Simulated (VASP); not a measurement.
Write the native input for VASP 6.6.1 that does the following.

- Task: single point
- Functional: PBE
- Potentials or basis: VASP PAW PBE potentials, release 64 (Cd, Se)
- Cutoff: 500 eV
- k mesh: 6 × 6 × 2
- Occupations: gaussian, width 0.01 eV
- Spin: no spin polarisation
- Dipole correction: no
- Further INCAR settings: ALGO = Normal; EDIFF = 1e-06; NBANDS = 26

The structure of CdSe lies in POSCAR:

```
CdSe
1.0
    4.3000000000      0.0000000000      0.0000000000
   -2.1500000000      3.7239092400      0.0000000000
    0.0000000000      0.0000000000      7.0200000000
Cd Se
2 2
Direct
    0.3333333333      0.6666666667      0.0000000000
    0.6666666667      0.3333333333      0.5000000000
    0.3333333333      0.6666666667      0.3850000000
    0.6666666667      0.3333333333      0.8850000000
```

The input as run:

INCAR

```
SYSTEM = CdSe
ALGO = Normal
EDIFF = 1E-6
ENCUT = 500
GGA = PE
GGA_COMPAT = .False.
ISIF = 2
ISMEAR = 0
LASPH = .True.
LCHARG = .False.
LREAL = .False.
LWAVE = .False.
NBANDS = 26
NELM = 120
PREC = Accurate
SIGMA = 0.01
```

KPOINTS

```
k-points
0
Gamma
  6 6 2
  0 0 0
```

Potentials or basis: VASP PAW PBE potentials, release 64 (Cd, Se).

The run is started by

```bash
$ cat potpaw_PBE.64/Cd/POTCAR potpaw_PBE.64/Se/POTCAR > POTCAR
$ mpirun -np 1 vasp_std > vasp.out
```

It gave:

- Pressure: 3.3 GPa
- Largest force: 0.293 eV/Å
- Band gap on the k mesh: 0.70 eV

Caveat: the k points lie up to 0.45 Å⁻¹ apart.

It took 32 s on 1 thread of AMD EPYC 7R43 64-Core Processor (Zen 3) (shared host), peak memory 0.19 GiB.
